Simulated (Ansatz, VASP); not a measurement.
## In2Au: VASP beside Ansatz

INCAR

```
PREC = Accurate
ENCUT = 520
EDIFF = 1E-8
ISMEAR = -1
SIGMA = 0.05
LREAL = False
LASPH = True
NELM = 60
ALGO = Normal
ISIF = 2
LWAVE = False
LCHARG = False
GGA = CA
LEFG = True
NBANDS = 26
```

The input KPOINTS:

```
regular mesh
0
Gamma
  10 10 10
```

Contents of POSCAR:

```
In2Au
1.0
    0.0000000000      3.2510000000      3.2510000000
    3.2510000000      0.0000000000      3.2510000000
    3.2510000000      3.2510000000      0.0000000000
In Au
2 1
Direct
    0.2500000000      0.2500000000      0.2500000000
    0.7500000000      0.7500000000      0.7500000000
    0.0000000000      0.0000000000      0.0000000000
```

Input for Ansatz:

```yaml
crystal:
  lattice:
    - [0.0, 3.251, 3.251]
    - [3.251, 0.0, 3.251]
    - [3.251, 3.251, 0.0]
  atoms:
    - { symbol: In, position: [0.25, 0.25, 0.25] }
    - { symbol: In, position: [0.75, 0.75, 0.75] }
    - { symbol: Au, position: [0.0, 0.0, 0.0] }
kpoints:
  mp_grid: { grid: [10, 10, 10] }
  band_path:
    path:
      - [0.0, 0.0, 0.0]
      - [0.5, 0.0, 0.5]
      - [0.625, 0.25, 0.625]
      - [0.375, 0.375, 0.75]
      - [0.0, 0.0, 0.0]
      - [0.5, 0.5, 0.5]
      - [0.5, 0.25, 0.75]
      - [0.5, 0.0, 0.5]
    npoints: 8
scf:
  occupations: { method: fermi_dirac, width: 0.05 }
hamiltonian:
  xc: lda
  pseudopotentials: { kind: all_electron, datasets: crystal }
output:
  forces: true
  stress: true
  eigenvalues: true
  efg: { contact_densities: true }
```

Alike in both runs: task electric field gradients; functional LDA; k mesh 10 × 10 × 10; occupations fermi-dirac, width 0.05 eV; no spin polarisation.

|  | VASP | Ansatz |
| --- | --- | --- |
| version | VASP 6.6.1 | Ansatz 0.2.0 |
| potentials or method | VASP PAW LDA potentials, release 64 (In_d, Au), cutoff 520 eV | all-electron PAW with datasets made for the crystal, scalar-relativistic |

VASP gave:

| Item | Value |
| --- | --- |
| pressure (GPa) | -1.2 |

Q: Which values does Ansatz return?

A: Pressure (GPa): -1.3.

LDA's correlation is that of Perdew and Zunger in VASP and of Perdew and Wang (1992) in Ansatz. Ansatz ran all-electron here, and VASP with PAW potentials.

Spin-orbit coupling is off throughout.
